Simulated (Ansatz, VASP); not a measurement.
One calculation of BiTe, two programs

INCAR

```
PREC     = Accurate       # precision mode
ENCUT    = 520            # plane-wave cutoff, eV
EDIFF    = 1E-6           # SCF threshold, eV
ISMEAR   = 0              # smearing method
SIGMA    = 0.15           # smearing width, eV
LREAL    = F              # projectors in reciprocal space
LASPH    = T              # aspherical terms in the spheres
NELM     = 80             # most SCF steps
ALGO     = Normal         # electronic algorithm
ISIF     = 2              # what is computed and relaxed
LWAVE    = F              # write WAVECAR
LCHARG   = F              # write CHGCAR
GGA      = PS             # functional
NBANDS   = 18             # bands
```

Contents of KPOINTS:

```
Automatic mesh
0
Gamma
  14 14 14
```

The input POSCAR:

```
BiTe
1.0
    0.0000000000      3.2350000000      3.2350000000
    3.2350000000      0.0000000000      3.2350000000
    3.2350000000      3.2350000000      0.0000000000
Bi Te
1 1
Direct
   -0.0193199382      0.0193199382      0.0193199382
    0.5000000000      0.5000000000      0.5000000000
```

Input for Ansatz:

```yaml
crystal:
  lattice:
    - [0.0, 3.235, 3.235]
    - [3.235, 0.0, 3.235]
    - [3.235, 3.235, 0.0]
  atoms:
    - { symbol: Bi, position: [-0.0193199382, 0.0193199382, 0.0193199382] }
    - { symbol: Te, position: [0.5, 0.5, 0.5] }
basis:
  ecutwfc: 420
kpoints:
  mp_grid: { grid: [14, 14, 14] }
hamiltonian:
  xc: pbesol
scf:
  occupations: { method: gaussian, width: 0.15 }
output:
  forces: true
  stress: true
  eigenvalues: true
```

Change from the starting cell: all Bi atoms moved +0.125 Å, as atom 1 along Cartesian [1 0 0].

Alike in both runs: task single point; functional PBEsol; k mesh 14 × 14 × 14; occupations gaussian, width 0.15 eV; no spin polarisation.

```csv
,VASP,Ansatz
version,VASP 6.6.1,Ansatz 0.2.0
potentials or method,"VASP PAW PBE potentials, release 64 (Bi_d, Te), cutoff 520 eV","scalar-relativistic, plane waves, PAW"
valence electrons in the cell,21,31
```

VASP gave:

| Item | Value |
| --- | --- |
| gap on the k mesh at the Fermi level (eV) | none |
| pressure (GPa) | -1.5 |
| traceless stress, the component that is largest in VASP (GPa) | 0.25 |
| rms of the force components (eV/Å) | 0.172 |

Q: What did Ansatz give for the same quantities?

A: gap on the k mesh at the Fermi level (eV): none; pressure (GPa): -1.4; traceless stress, the component that is largest in VASP (GPa): 0.25; rms of the force components (eV/Å): 0.170.

VASP's potentials were made for PBE, not for PBEsol. Atom by atom the forces differ by 0.001 eV/Å (rms over components). A gap of «none» marks a metal or a gap that the smearing closes. The functional is the same, so the differences come from potentials, cutoffs and numerics. VASP's potentials hold 21 valence electrons a cell and Ansatz's 31, so a difference there can come from the potentials and not from the codes.

Spin-orbit coupling is off throughout.
